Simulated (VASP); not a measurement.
Runs of VASP 6.6.1 on Mg3Te. Symmetry: I4/mmm, No. 139, tetragonal system. Conventional cell: a = 4.279 Å, b = 4.279 Å, c = 10.565 Å, α = 90.00°, β = 90.00°, γ = 90.00°. Within 4.0 Å of Mg (site symmetry 4/mmm) lie 4 Te at 3.03 Å and 8 Mg at 3.40 Å. Within 4.0 Å of Mg (site symmetry -4m2) lie 8 Mg at 3.03 to 3.40 Å and 4 Te at 3.40 Å. Within 4.0 Å of Te (site symmetry 4/mmm) lie 12 Mg at 3.03 to 3.40 Å. 

```csv
level,spin,k mesh,smearing,gap on the mesh (eV),pressure (GPa),largest force (eV/Å)
PBE,off,4 × 1 × 1,gaussian 0.1 eV,0.63,5.1,0.16
PBE,off,2 × 2 × 2,gaussian 0.1 eV,none,(a),-
PBE,off,5 × 1 × 6,gaussian 0.1 eV,none,-1.1,0.24
RPBE,"collinear, zero start",2 × 2 × 2,methfessel-paxton 0.041 eV,none,3.2,-
RPBE,off,4 × 4 × 4,fermi-dirac 0.23 eV,none,1.4,-
PBE+D3(BJ),off,1 × 5 × 3,gaussian 0.1 eV,none,(b),(c)
PBEsol,off,6 × 6 × 6,gaussian 0.1 eV,none,-1.1,-
PBE,off,2 × 2 × 2,fermi-dirac 0.0861733 eV,none,2.5,-
```

Alike in all rows: task single point; potentials or basis VASP PAW PBE potentials, release 64 (Mg, Te); cell as given; cutoff (eV) 520.

Question: Estimate the missing entries.

Answer: (a) 2.3; (b) -3.3; (c) 0.26.

Caveats: some runs use coarse meshes; spin-orbit coupling is left out, which moves the levels of the heavy elements; the PAW data sets were made with another functional, which shifts forces and pressure a little (some runs); three body term missing (some runs); pairwise dispersion overbinds metals, which lowers pressure and volume (some runs).

A k mesh can miss the band edges, and the runs leave out spin-orbit coupling on Te.

A gap of «none» marks levels without a gap at the run's occupations.
